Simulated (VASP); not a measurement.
# NbP (zincblende type) (F-43m) in VASP: a series of runs

NbP (zincblende type) is run at these levels: PBE; tasks: density of states.

All numbers are computed with VASP 6.6.1; they aren't measurements. Logs are shortened: lines on timing, memory, paths and dates and some standing lists are left out, and cuts for length are marked.

### Step 1. The cell of the first run

Symmetry: F-43m, No. 216, cubic system. The conventional cell has a = 4.217 Å, b = 4.217 Å, c = 4.217 Å, α = 90.00°, β = 90.00°, γ = 90.00°. Within 2.4 Å of Nb (site symmetry -43m) lie 4 P at 1.83 Å. P (site symmetry -43m) has 4 Nb at 1.83 Å within 2.4 Å.

### Step 2. Density of states, PBE (volume scaled by 0.43)

Contents of POSCAR:

```
NbP
1.0
    0.0000000000      2.1085753056      2.1085753056
    2.1085753056      0.0000000000      2.1085753056
    2.1085753056      2.1085753056      0.0000000000
Nb P
1 1
Direct
    0.0000000000      0.0000000000      0.0000000000
    0.2500000000      0.2500000000      0.2500000000
```

Contents of INCAR.step1:

```
SYSTEM = NbP
  ALGO = Normal
  EDIFF = 1E-6
  ENCUT = 400
  GGA = PE
  GGA_COMPAT = .False.
  ISIF = 2
  ISMEAR = -1
  LASPH = .True.
  LCHARG = .True.
  LMAXMIX = 4
  LORBIT = 11
  LREAL = .False.
  LWAVE = .False.
  NBANDS = 16
  NEDOS = 2001
  NELM = 120
  PREC = Accurate
  SIGMA = 0.08
```

Contents of KPOINTS.step1:

```
k-points
0
Gamma
  12 12 12
  0 0 0
```

Contents of INCAR.step2:

```
SYSTEM = NbP
  ALGO = Normal
  EDIFF = 1E-6
  ENCUT = 400
  GGA = PE
  GGA_COMPAT = .False.
  ICHARG = 11
  ISIF = 2
  ISMEAR = -5
  LASPH = .True.
  LCHARG = .False.
  LMAXMIX = 4
  LORBIT = 11
  LREAL = .False.
  LWAVE = .False.
  NBANDS = 16
  NEDOS = 2001
  NELM = 120
  PREC = Accurate
  SIGMA = 0.08
```

Contents of KPOINTS.step2:

```
k-points
0
Gamma
  18 18 18
  0 0 0
```

Potentials or basis: VASP PAW PBE potentials, release 64 (Nb_sv, P).

Run with:

```sh
$ cat potpaw_PBE.64/Nb_sv/POTCAR potpaw_PBE.64/P/POTCAR > POTCAR
$ cp INCAR.step1 INCAR
$ cp KPOINTS.step1 KPOINTS
$ mpirun -np 1 vasp_std > vasp.out
$ cp INCAR.step2 INCAR
$ cp KPOINTS.step2 KPOINTS
$ mpirun -np 1 vasp_std > vasp.out
```

OUTCAR:

```text
SYSTEM = NbP
   EDIFF = 1E-6
   ENCUT = 400
   GGA = PE
   ICHARG = 11
   ISIF = 2
   ISMEAR = -5
   LASPH = .True.
   LORBIT = 11
   LREAL = .False.
   NELM = 120
   PREC = Accurate

 ion  position               nearest neighbor table
   1  0.000  0.000  0.000-   2 1.83   2 1.83   2 1.83   2 1.83
   2  0.250  0.250  0.250-   1 1.83   1 1.83   1 1.83   1 1.83

  LATTYP: Found a face centered cubic cell.
 ALAT       =     4.2171506112

  Lattice vectors:

 A1 = (   0.0000000000,   2.1085753056,   2.1085753056)
 A2 = (   2.1085753056,   0.0000000000,   2.1085753056)
 A3 = (   2.1085753056,   2.1085753056,   0.0000000000)

Analysis of symmetry for initial positions (statically):
=====================================================================
 Subroutine PRICEL returns:
 Original cell was already a primitive cell.

 Routine SETGRP: Setting up the symmetry group for a
 face centered cubic supercell.

 Subroutine GETGRP returns: Found 24 space group operations
 (whereof 24 operations were pure point group operations)
 out of a pool of 48 trial point group operations.

The static configuration has the point symmetry T_d .

Analysis of symmetry for dynamics (positions and initial velocities):
=====================================================================
 Subroutine PRICEL returns:
 Original cell was already a primitive cell.

 Routine SETGRP: Setting up the symmetry group for a
 face centered cubic supercell.

 Subroutine GETGRP returns: Found 24 space group operations
 (whereof 24 operations were pure point group operations)
 out of a pool of 48 trial point group operations.

The dynamic configuration has the point symmetry T_d .

 Subroutine INISYM returns: Found 24 space group operations
 (whereof 24 operations are pure point group operations),
 and found     1 'primitive' translations

----------------------------------------------------------------------------------------

                                     Primitive cell

  volume of cell :      18.7498

  direct lattice vectors                    reciprocal lattice vectors
     0.000000000  2.108575306  2.108575306    -0.237126935  0.237126935  0.237126935
     2.108575306  0.000000000  2.108575306     0.237126935 -0.237126935  0.237126935
     2.108575306  2.108575306  0.000000000     0.237126935  0.237126935 -0.237126935

  length of vectors
     2.981975794  2.981975794  2.981975794     0.410715900  0.410715900  0.410715900

[... 88 lines left out ...]
   ISIF   =      2    stress and relaxation
   ISYM   =      2    0-nonsym 1-usesym 2-fastsym
   POTIM  = 0.5000    time-step for ionic-motion
   TEBEG  =    0.0;   TEEND  =   0.0 temperature during run
   PSTRESS=    0.0 pullay stress
   NELECT =      18.0000    total number of electrons
   NUPDOWN=      -1.0000    fix difference up-down
   EMIN   =  10.00;   EMAX   =-10.00  energy-range for DOS
   EFERMI =   0.00;   METHOD = LEGACY
   ISMEAR =    -5;   SIGMA  =   0.08  broadening in eV -4-tet -1-fermi 0-gaus
   EFERMI_NEDOS =   21; number of points for ismear=-14 and -15
   IALGO  =     38    algorithm
   IMIX   =      4    mixing-type and parameters
     AMIX     =   0.40;   BMIX     =  1.00
     AMIX_MAG =   1.60;   BMIX_MAG =  1.00
  volume/ion in A,a.u.               =       9.37        63.27
  Fermi-wavevector in a.u.,A,eV,Ry     =   1.614978  3.051865 35.486079  2.608153
  Thomas-Fermi vector in A             =   2.709800
   LORBIT       =     11    0 simple, 1 ext, 2 COOP (PROOUT), +10 PAW based schemes
   GGA     = PE    functional components
   LHFCALC =     F    Hartree Fock is set to
   AEXX    =    0.0000 exact exchange contribution
   IVDW    =     0    specifies the selected vdW correction
   LEPSILON=     F    determine dielectric tensor
   LRPA    =     F    only Hartree local field effects (RPA)
 non-spin polarized calculation
 Fermi weights with tetrahedron method with Bloechl corrections
  energy-cutoff  :      400.00
  volume of cell :       18.75
 maximum number of plane-waves:       349

 number of electron      18.0000001 magnetization

 Free energy of the ion-electron system (eV)
  ---------------------------------------------------
  ext. energy  EPLUGINS =         0.00000000
  ---------------------------------------------------
  free energy    TOTEN  =         1.50680044 eV

  energy without entropy =        1.50680044  energy(sigma->0) =        1.50680044

 E-fermi :  19.0778     XC(G=0): -14.5394

 val. band max:       19.1398709033   @ k =  -0.4444   0.2778   0.0000
 cond. band min:      18.8040240228   @ k =  -0.3889   0.2778   0.0000
 fundamental gap:     -0.3358468805
 Fermi energy:        19.0777959761

 k-point     1 :       0.0000    0.0000    0.0000
  band No.  band energies     occupation
      1     -35.3990      2.00000
      2     -11.5610      2.00000
      3     -11.5610      2.00000
      4     -11.5610      2.00000
      5       5.5629      2.00000
      6      12.3514      2.00000
[... 433 lines left out ...]
      3     -11.7482      2.00000
      4     -11.6604      2.00000
      5       7.3330      2.00000
      6      12.1799      2.00000
[... 8 lines left out ...]
     15      33.2092      0.00000
     16      34.6838      0.00000

 [... further k-points ...]

------------------------ aborting loop because EDIFF is reached ----------------------------------------

  FORCE on cell =-STRESS in cart. coord.  units (eV):
  Direction    XX          YY          ZZ          XY          YZ          ZX
  --------------------------------------------------------------------------------------
  -------------------------------------------------------------------------------------
  Total       48.9558426     48.9558426     48.9558426      0.0000000      0.0000000     -0.0000000
  in kB     4183.2880385   4183.2880385   4183.2880385      0.0000000      0.0000000     -0.0000000
  external PRESSURE =    4183.2880385 kB  Pullay stress =       0.0000000 kB

 VOLUME and BASIS-vectors are now :
 -----------------------------------------------------------------------------
  energy-cutoff  :      400.00
  volume of cell :       18.75
      direct lattice vectors                 reciprocal lattice vectors
     0.000000000  2.108575306  2.108575306    -0.237126935  0.237126935  0.237126935
     2.108575306  0.000000000  2.108575306     0.237126935 -0.237126935  0.237126935
     2.108575306  2.108575306  0.000000000     0.237126935  0.237126935 -0.237126935

 POSITION                                       TOTAL-FORCE (eV/Angst)
 -----------------------------------------------------------------------------------
      0.00000      0.00000      0.00000         0.000000     -0.000000     -0.000000
      1.05429      1.05429      1.05429        -0.000000      0.000000      0.000000
 -----------------------------------------------------------------------------------
    total drift:                                0.000001      0.000001      0.000001

  FREE ENERGIE OF THE ION-ELECTRON SYSTEM (eV)
  ---------------------------------------------------
  free  energy   TOTEN  =         1.5068004438 eV

  energy  without entropy=        1.5068004438  energy(sigma->0) =        1.50680044

 total charge

# of ion       s       p       d       tot
------------------------------------------
    1        2.299   6.188   4.821  13.309
    2        1.240   2.032   0.000   3.271
--------------------------------------------------
tot          3.539   8.220   4.821  16.580
```

It took 57 s on 1 thread of Intel Xeon Platinum 8259CL at 2.50GHz (Skylake/Cascade Lake), shared host; peak memory 0.15 GiB.

What came out:

| Item | Value |
| --- | --- |
| Valence electrons inside the program's atomic spheres | Nb 13.31; P 3.27 |

Caveat: the cell differs from its parent crystal (volume scaled by 0.43); tetrahedron occupations give inexact forces and stress in metals.

### Step 3. Density of states, PBE

This run uses another cell than the first one, of 21.80 Å³/atom, 2.326 times its volume.

Contents of POSCAR:

```
NbP
1.0
    0.0000000000      2.7936133504      2.7936133504
    2.7936133504      0.0000000000      2.7936133504
    2.7936133504      2.7936133504      0.0000000000
Nb P
1 1
Direct
    0.0000000000      0.0000000000      0.0000000000
    0.2500000000      0.2500000000      0.2500000000
```

Contents of INCAR.step1:

```
ALGO = Normal
EDIFF = 1E-6
ENCUT = 400
GGA = PE
GGA_COMPAT = False
ISIF = 2
ISMEAR = -1
LASPH = True
LCHARG = True
LMAXMIX = 4
LORBIT = 11
LREAL = False
LWAVE = False
NBANDS = 16
NEDOS = 2001
NELM = 120
PREC = Accurate
SIGMA = 0.08
```

Contents of KPOINTS.step1:

```
k-points
0
Gamma
  12 12 12
```

Contents of INCAR.step2:

```
ALGO = Normal
EDIFF = 1E-6
ENCUT = 400
GGA = PE
GGA_COMPAT = False
ICHARG = 11
ISIF = 2
ISMEAR = -5
LASPH = True
LCHARG = False
LMAXMIX = 4
LORBIT = 11
LREAL = False
LWAVE = False
NEDOS = 1001
NELM = 120
PREC = Accurate
SIGMA = 0.08
```

Contents of KPOINTS.step2:

```
k-points
0
Gamma
  18 18 18
```

Potentials or basis: VASP PAW PBE potentials, release 64 (Nb_sv, P).

Run with:

```sh
$ cat potpaw_PBE.64/Nb_sv/POTCAR potpaw_PBE.64/P/POTCAR > POTCAR
$ cp INCAR.step1 INCAR
$ cp KPOINTS.step1 KPOINTS
$ mpirun -np 1 vasp_std > vasp.out
$ cp INCAR.step2 INCAR
$ cp KPOINTS.step2 KPOINTS
$ mpirun -np 1 vasp_std > vasp.out
```

Wall time 2.7 min (1 thread of Intel Xeon Platinum 8259CL at 2.50GHz (Skylake/Cascade Lake), shared host); peak memory 0.2 GiB.

It converged, with:

```
Valence electrons inside the program's atomic spheres : Nb 10.67; P 2.60
```

Levels at points of the mesh, in eV from the Fermi level:
```csv
k point,band 6,band 7,band 8,band 9,band 10,band 11,band 12,band 13
"(0.00, 0.00, 0.00)",-3.76,-3.76,-3.76,-0.01,-0.01,2.83,5.61,5.61
"(0.50, 0.00, 0.00)",-4.29,-3.32,-3.32,0.48,0.48,0.76,3.38,3.38
"(0.50, 0.50, 0.00)",-4.97,-2.23,-2.23,-1.16,0.95,1.10,1.57,1.57
```

Caveat: tetrahedron occupations give inexact forces and stress in metals.
